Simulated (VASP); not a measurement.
# TaN (P-6m2) in VASP: a series of runs

Runs on TaN. Level: PBEsol. Tasks: single point.

All numbers are computed with VASP 6.6.1; they aren't measurements. Logs are shortened: lines on timing, memory, paths and dates and some standing lists are left out, and cuts for length are marked.

## 1. The cell of the first run

It takes space group P-6m2 (No. 187, hexagonal). Conventional cell: a = 3.087 Å, b = 3.087 Å, c = 2.576 Å, α = 90.00°, β = 90.00°, γ = 120.00°. Ta (site symmetry -6m2) has 6 N at 2.20 Å and 2 Ta at 2.58 Å within 2.9 Å. N (site symmetry -6m2) has 6 Ta at 2.20 Å and 2 N at 2.58 Å within 2.9 Å.

## 2. Single point, PBEsol

INCAR

```
ALGO     = Normal         # electronic algorithm
EDIFF    = 1E-7           # SCF threshold, eV
ENCUT    = 520            # plane-wave cutoff, eV
GGA      = PS             # functional
ISIF     = 2              # what is computed and relaxed
ISMEAR   = 0              # smearing method
LASPH    = T              # aspherical terms in the spheres
LCHARG   = F              # write CHGCAR
LREAL    = F              # projectors in reciprocal space
LWAVE    = F              # write WAVECAR
NBANDS   = 15             # bands
NELM     = 60             # most SCF steps
PREC     = Accurate       # precision mode
SIGMA    = 0.15           # smearing width, eV
```

KPOINTS

```
k-points
0
Gamma
  24 24 24
```

POSCAR

```
TaN
1.0
    3.0867593042      0.0000000000      0.0000000000
   -1.5433796521      2.6732119728      0.0000000000
    0.0000000000      0.0000000000      2.5759530411
Ta N
1 1
Direct
    0.3333333333      0.6666666667      0.5000000000
    0.0000000000      0.0000000000      0.0000000000
```

Potentials or basis: VASP PAW PBE potentials, release 64 (Ta_pv, N).

On the command line:

```bash
cat potpaw_PBE.64/Ta_pv/POTCAR potpaw_PBE.64/N/POTCAR > POTCAR
mpirun -np 1 vasp_std > vasp.out
```

OUTCAR:

```text
EDIFF = 1E-7
   ENCUT = 520
   GGA = PS
   ISIF = 2
   ISMEAR = 0
   LASPH = T
   LREAL = F
   NELM = 60
   PREC = Accurate

 ion  position               nearest neighbor table
   1  0.333  0.667  0.500-   2 2.20   2 2.20   2 2.20   2 2.20   2 2.20   2 2.20
   2  0.000  0.000  0.000-   1 2.20   1 2.20   1 2.20   1 2.20   1 2.20   1 2.20

  LATTYP: Found a hexagonal cell.
 ALAT       =     3.0867593042
 C/A-ratio  =     0.8345169763

  Lattice vectors:

 A1 = (   3.0867593042,   0.0000000000,   0.0000000000)
 A2 = (  -1.5433796521,   2.6732119728,   0.0000000000)
 A3 = (   0.0000000000,   0.0000000000,   2.5759530411)

Analysis of symmetry for initial positions (statically):
=====================================================================
 Subroutine PRICEL returns:
 Original cell was already a primitive cell.

 Routine SETGRP: Setting up the symmetry group for a
 hexagonal supercell.

 Subroutine GETGRP returns: Found 12 space group operations
 (whereof 12 operations were pure point group operations)
 out of a pool of 24 trial point group operations.

The static configuration has the point symmetry D_3h.

Analysis of symmetry for dynamics (positions and initial velocities):
=====================================================================
 Subroutine PRICEL returns:
 Original cell was already a primitive cell.

 Routine SETGRP: Setting up the symmetry group for a
 hexagonal supercell.

 Subroutine GETGRP returns: Found 12 space group operations
 (whereof 12 operations were pure point group operations)
 out of a pool of 24 trial point group operations.

The dynamic configuration has the point symmetry D_3h.

 Subroutine INISYM returns: Found 12 space group operations
 (whereof 12 operations are pure point group operations),
 and found     1 'primitive' translations

----------------------------------------------------------------------------------------

                                     Primitive cell

  volume of cell :      21.2556

  direct lattice vectors                    reciprocal lattice vectors
     3.086759304  0.000000000  0.000000000     0.323964359  0.187040910  0.000000000
    -1.543379652  2.673211973  0.000000000     0.000000000  0.374081820  0.000000000
     0.000000000  0.000000000  2.575953041     0.000000000  0.000000000  0.388205835

  length of vectors
     3.086759304  3.086759304  2.575953041     0.374081820  0.374081820  0.388205835

  position of ions in fractional coordinates (direct lattice)
     0.333333333  0.666666667  0.500000000
     0.000000000  0.000000000  0.000000000

  ion indices of the primitive-cell ions
   primitive index   ion index
                 1           1
                 2           2

----------------------------------------------------------------------------------------

 KPOINTS: k-points

Automatic generation of k-mesh.
 Grid dimensions read from file:
 generate k-points for:   24   24   24

 Generating k-lattice:

  Cartesian coordinates                     Fractional coordinates (reciprocal lattice)
     0.013498515  0.007793371  0.000000000     0.041666667  0.000000000  0.000000000
     0.000000000  0.015586742  0.000000000     0.000000000  0.041666667  0.000000000
     0.000000000  0.000000000  0.016175243     0.000000000  0.000000000  0.041666667

  Length of vectors
     0.015586742  0.015586742  0.016175243

  Shift w.r.t. Gamma in fractional coordinates (k-lattice)
     0.000000000  0.000000000  0.000000000

 Subroutine IBZKPT returns following result:
 ===========================================

 Found    793 irreducible k-points:

 Following reciprocal coordinates:
            Coordinates               Weight
  0.000000  0.000000  0.000000      1.000000
  0.041667 -0.000000  0.000000      6.000000
  0.083333  0.000000  0.000000      6.000000
  0.125000 -0.000000  0.000000      6.000000
  0.166667 -0.000000  0.000000      6.000000
  0.208333 -0.000000  0.000000      6.000000
[... 16 lines left out ...]
  0.416667  0.041667  0.000000     12.000000
  0.458333  0.041667  0.000000     12.000000
 [... further k-points ...]
   k-points           NKPTS =    793   k-points in BZ     NKDIM =    793   number of bands    NBANDS=     15
   number of dos      NEDOS =    301   number of ions     NIONS =      2
   total plane-waves  NPLWV =  11520
   dimension x,y,z NGX =    24 NGY =   24 NGZ =   20
   dimension x,y,z NGXF=    48 NGYF=   48 NGZF=   40
   ions per type =               1   1
   NGX,Y,Z   is equivalent  to a cutoff of  12.93, 12.93, 12.91 a.u.
   NGXF,Y,Z  is equivalent  to a cutoff of  25.85, 25.85, 25.82 a.u.
 SYSTEM =  unknown system
   PREC   = accura    normal or accurate (medium, high low for compatibility)
   ISTART =      0    job   : 0-new  1-cont  2-samecut
   ICHARG =      2    charge: 1-file 2-atom 10-const
   ISPIN  =      1    spin polarized calculation?
   LNONCOLLINEAR =      F non collinear calculations
   LSORBIT =      F    spin-orbit coupling
   LASPH  =      T    aspherical Exc in radial PAW
   ENCUT  =  520.0 eV  38.22 Ry    6.18 a.u.   5.74  5.74  4.79*2*pi/ulx,y,z
   NELM   =     60;   NELMIN=  2; NELMDL= -5     # of ELM steps
   EDIFF  = 0.1E-06   stopping-criterion for ELM
   LREAL  =      F    real-space projection
   EDIFFG = 0.1E-05   stopping-criterion for IOM
   NSW    =      0    number of steps for IOM
   IBRION =     -1    ionic relax: 0-MD 1-quasi-New 2-CG
   NFREE  =      0    steps in history (QN), initial steepest desc. (CG)
   ISIF   =      2    stress and relaxation
   ISYM   =      2    0-nonsym 1-usesym 2-fastsym
   POTIM  = 0.5000    time-step for ionic-motion
   TEBEG  =    0.0;   TEEND  =   0.0 temperature during run
   PSTRESS=    0.0 pullay stress
   NELECT =      16.0000    total number of electrons
   NUPDOWN=      -1.0000    fix difference up-down
   EMIN   =  10.00;   EMAX   =-10.00  energy-range for DOS
   EFERMI =   0.00;   METHOD = LEGACY
   ISMEAR =     0;   SIGMA  =   0.15  broadening in eV -4-tet -1-fermi 0-gaus
   EFERMI_NEDOS =   21; number of points for ismear=-14 and -15
   IALGO  =     38    algorithm
   IMIX   =      4    mixing-type and parameters
     AMIX     =   0.40;   BMIX     =  1.00
     AMIX_MAG =   1.60;   BMIX_MAG =  1.00
  volume/ion in A,a.u.               =      10.63        71.72
  Fermi-wavevector in a.u.,A,eV,Ry     =   1.489213  2.814204 30.174390  2.217755
  Thomas-Fermi vector in A             =   2.602150
   LORBIT       =      0    0 simple, 1 ext, 2 COOP (PROOUT), +10 PAW based schemes
   GGA     = PS    functional components
   LHFCALC =     F    Hartree Fock is set to
   AEXX    =    0.0000 exact exchange contribution
   IVDW    =     0    specifies the selected vdW correction
   LEPSILON=     F    determine dielectric tensor
   LRPA    =     F    only Hartree local field effects (RPA)
 non-spin polarized calculation
 Gauss-broadening in eV      SIGMA  =   0.15
  energy-cutoff  :      520.00
  volume of cell :       21.26
 maximum number of plane-waves:       588
 NGX is ok and might be reduce to    24

 number of electron      16.0000001 magnetization

 Free energy of the ion-electron system (eV)
  ---------------------------------------------------
  ext. energy  EPLUGINS =         0.00000000
  ---------------------------------------------------
  free energy    TOTEN  =       -22.99328636 eV

  energy without entropy =      -22.98829501  energy(sigma->0) =      -22.99079068

 E-fermi :   8.3619     XC(G=0): -13.5380

 val. band max:        8.3607707340   @ k =   0.0833   0.0000   0.4167
 cond. band min:       8.3632324762   @ k =   0.4583   0.0417   0.3750
 fundamental gap:      0.0024617422
 Fermi energy:         8.3619490864

 k-point     1 :       0.0000    0.0000    0.0000
  band No.  band energies     occupation
      1     -26.4316      2.00000
      2     -26.4316      2.00000
      3     -25.8685      2.00000
      4      -9.6938      2.00000
      5       2.4757      2.00000
      6       2.4757      2.00000
      7       3.9023      2.00000
      8       6.6628      2.00000
      9       9.5462      0.00000
     10      12.7850      0.00000
     11      12.7850      0.00000
     12      13.0522      0.00000
     13      13.0522      0.00000
     14      21.7076      0.00000
     15      22.3669      0.00000

 k-point     2 :       0.0417   -0.0000    0.0000
  band No.  band energies     occupation
      1     -26.4454      2.00000
      2     -26.4345      2.00000
      3     -25.8672      2.00000
      4      -9.6600      2.00000
      5       2.3809      2.00000
      6       2.5052      2.00000
      7       3.9396      2.00000
      8       6.6204      2.00000
      9       9.6777      0.00000
     10      12.7081      0.00000
     11      12.7721      0.00000
     12      13.0401      0.00000
     13      13.0969      0.00000
     14      21.7017      0.00000
     15      22.2766      0.00000

 k-point     3 :       0.0833    0.0000    0.0000
  band No.  band energies     occupation
      1     -26.4854      2.00000
      2     -26.4430      2.00000
      3     -25.8634      2.00000
      4      -9.5609      2.00000
      5       2.1300      2.00000
      6       2.5920      2.00000
      7       4.0352      2.00000
      8       6.4997      2.00000
      9      10.0480      0.00000
     10      12.4952      0.00000
     11      12.7356      0.00000
     12      13.0048      0.00000
     13      13.2228      0.00000
     14      21.6813      0.00000
     15      22.1072      0.00000

 k-point     4 :       0.1250   -0.0000    0.0000
  band No.  band energies     occupation
      1     -26.5484      2.00000
      2     -26.4564      2.00000
      3     -25.8573      2.00000
      4      -9.4028      2.00000
      5       1.7881      2.00000
      6       2.7315      2.00000
      7       4.1631      2.00000
      8       6.3180      2.00000
      9      10.5895      0.00000
     10      12.2010      0.00000
     11      12.6817      0.00000
     12      12.9492      0.00000
     13      13.4085      0.00000
     14      21.6398      0.00000
     15      21.9697      0.00000
[... 307 lines left out ...]
 k-point    22 :       0.3750    0.0417    0.0000
  band No.  band energies     occupation
      1     -27.1053      2.00000
      2     -26.5888      2.00000
      3     -25.7991      2.00000
      4      -7.8686      2.00000
      5      -0.0698      2.00000
      6       3.9886      2.00000
      7       4.7147      2.00000
      8       4.9771      2.00000
      9      10.4839      0.00000
     10      12.3874      0.00000
     11      12.4511      0.00000
     12      14.5785      0.00000
     13      15.9144      0.00000
     14      20.5281      0.00000
     15      21.7922      0.00000

 k-point    23 :       0.4167    0.0417    0.0000
  band No.  band energies     occupation
      1     -27.1504      2.00000
      2     -26.5999      2.00000
      3     -25.7941      2.00000
      4      -7.7345      2.00000
      5      -0.1608      2.00000
      6       4.0413      2.00000
      7       4.7318      2.00000
      8       4.8830      2.00000
      9      10.5212      0.00000
     10      12.3426      0.00000
     11      12.4499      0.00000
     12      14.6331      0.00000
     13      16.5973      0.00000
     14      19.7860      0.00000
     15      21.7854      0.00000

 k-point    24 :       0.4583    0.0417    0.0000
  band No.  band energies     occupation
      1     -27.1736      2.00000
      2     -26.6056      2.00000
      3     -25.7915      2.00000
      4      -7.6651      2.00000
      5      -0.2043      2.00000
      6       4.0545      2.00000
      7       4.7475      2.00000
      8       4.8352      2.00000
      9      10.5548      0.00000
     10      12.3197      0.00000
     11      12.4493      0.00000
     12      14.6590      0.00000
     13      17.1140      0.00000
     14      19.1993      0.00000
     15      21.7830      0.00000

 [... further k-points ...]

------------------------ aborting loop because EDIFF is reached ----------------------------------------

  FORCE on cell =-STRESS in cart. coord.  units (eV):
  Direction    XX          YY          ZZ          XY          YZ          ZX
  --------------------------------------------------------------------------------------
  -------------------------------------------------------------------------------------
  Total       -3.4714234     -3.4714234     11.8610095      0.0000000      0.0000000      0.0000000
  in kB     -261.6640520   -261.6640520    894.0424322      0.0000000      0.0000000      0.0000000
  external PRESSURE =     123.5714427 kB  Pullay stress =       0.0000000 kB

 VOLUME and BASIS-vectors are now :
 -----------------------------------------------------------------------------
  energy-cutoff  :      520.00
  volume of cell :       21.26
      direct lattice vectors                 reciprocal lattice vectors
     3.086759304  0.000000000  0.000000000     0.323964359  0.187040910  0.000000000
    -1.543379652  2.673211973  0.000000000     0.000000000  0.374081820  0.000000000
     0.000000000  0.000000000  2.575953041     0.000000000  0.000000000  0.388205835

 POSITION                                       TOTAL-FORCE (eV/Angst)
 -----------------------------------------------------------------------------------
     -0.00000      1.78214      1.28798         0.000000      0.000000      0.000000
      0.00000      0.00000      0.00000        -0.000000     -0.000000      0.000000
 -----------------------------------------------------------------------------------
    total drift:                                0.000000     -0.000000     -0.000000

  FREE ENERGIE OF THE ION-ELECTRON SYSTEM (eV)
  ---------------------------------------------------
  free  energy   TOTEN  =       -22.9932863612 eV

  energy  without entropy=      -22.9882950057  energy(sigma->0) =      -22.99079068
```

It took 3.1 min on 1 thread of Intel Xeon Platinum 8259CL at 2.50GHz (Skylake/Cascade Lake), shared host; peak memory 0.35 GiB.

Results:

```
Free energy            : -22.9933 eV
Pressure               : 12.4 GPa
Band gap on the k mesh : zero (band 8 reaches 8.72 eV, above the bottom of band 9 at 7.77 eV)
```

Caveat: the PAW data sets were made with another functional, which shifts forces and pressure a little; spin-orbit coupling is left out, which moves the levels of the heavy elements.

## 3. Single point, PBEsol

This run uses another cell than the first one, of the same volume but with other edges.

INCAR

```
PREC     = Accurate       # precision mode
ENCUT    = 520            # plane-wave cutoff, eV
EDIFF    = 1E-6           # SCF threshold, eV
ISMEAR   = 0              # smearing method
SIGMA    = 0.15           # smearing width, eV
LREAL    = False          # projectors in reciprocal space
LASPH    = True           # aspherical terms in the spheres
NELM     = 100            # most SCF steps
ALGO     = Normal         # electronic algorithm
ISIF     = 2              # what is computed and relaxed
LWAVE    = False          # write WAVECAR
LCHARG   = False          # write CHGCAR
GGA      = PS             # functional
NBANDS   = 15             # bands
```

KPOINTS

```
regular mesh
0
Gamma
  24 24 24
```

POSCAR

```
TaN
1.0
    2.7515790391      0.0000000000      0.0000000000
   -1.3757895196      2.3829373484      0.0000000000
    0.0000000000      0.0000000000      3.2417497691
Ta N
1 1
Direct
    0.3333333333      0.6666666667      0.5000000000
    0.0000000000      0.0000000000      0.0000000000
```

Potentials or basis: VASP PAW PBE potentials, release 64 (Ta_pv, N).

On the command line:

```bash
cat potpaw_PBE.64/Ta_pv/POTCAR potpaw_PBE.64/N/POTCAR > POTCAR
mpirun -np 1 vasp_std > vasp.out
```

It took 2.5 min on 1 thread of Intel Xeon Platinum 8259CL at 2.50GHz (Skylake/Cascade Lake), shared host; peak memory 0.35 GiB.

The run converged. Its results:

```yaml
Free_energy: -22.8690 eV
Pressure: 2.2 GPa
Band_gap_on_the_k_mesh: zero (band 8 reaches 7.85 eV, above the bottom of band 9 at 7.81 eV)
```

Stress tensor (GPa, compression positive):
```
 40.75   0.00   0.00
  0.00  40.75   0.00
  0.00   0.00 -74.91
```

Levels at points of the mesh, in eV from the Fermi level:
| k point | band 6 | band 7 | band 8 | band 9 | band 10 | band 11 |
| --- | --- | --- | --- | --- | --- | --- |
| (0.00, 0.00, 0.00) | -3.38 | -2.66 | -2.66 | 3.03 | 3.03 | 4.44 |
| (0.50, 0.00, 0.00) | -6.04 | -3.77 | -1.64 | 2.95 | 4.57 | 5.69 |
| (0.00, 0.00, 0.50) | -1.60 | -1.60 | -0.11 | 0.01 | 0.01 | 4.83 |
| (0.50, 0.00, 0.50) | -5.96 | -3.82 | -0.77 | 3.93 | 4.59 | 7.06 |

Caveat: the PAW data sets were made with another functional, which shifts forces and pressure a little; spin-orbit coupling is left out, which moves the levels of the heavy elements.
